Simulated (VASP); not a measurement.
A run of VASP 6.6.1:

INCAR

```
SYSTEM = CuAu3
  ALGO = Fast
  EDIFF = 1E-7
  ENCUT = 520
  GGA = PS
  ISIF = 2
  ISMEAR = 0
  LASPH = .True.
  LCHARG = .False.
  LREAL = .False.
  LWAVE = .False.
  NBANDS = 30
  NELM = 80
  PREC = Accurate
  SIGMA = 0.1
```

File KPOINTS:

```
k-points
0
Gamma
  14 14 14
  0 0 0
```

File POSCAR:

```
CuAu3
1.0
    4.1332218187      0.0000000000      0.0000000000
    0.0000000000      3.9115333587      0.0000000000
    0.0000000000      0.0000000000      3.9115333587
Cu Au
1 3
Direct
    0.0000000000      0.0000000000      0.0000000000
    0.0000000000      0.5000000000      0.5000000000
    0.5000000000      0.0000000000      0.5000000000
    0.5000000000      0.5000000000      0.0000000000
```

Potentials or basis: VASP PAW PBE potentials, release 64 (Cu, Au).

Launch:

```bash
$ cat potpaw_PBE.64/Cu/POTCAR potpaw_PBE.64/Au/POTCAR > POTCAR
$ mpirun -np 1 vasp_std > vasp.out
```

Hardware: 1 thread of Intel Xeon 8259CL, on a shared host.

Task: Estimate the wall time of this run.

Result: Wall time 17 min on 1 thread of Intel Xeon 8259CL, with other jobs on the host, peak memory 0.55 GiB. Counts: scf iterations 23, k points 288.
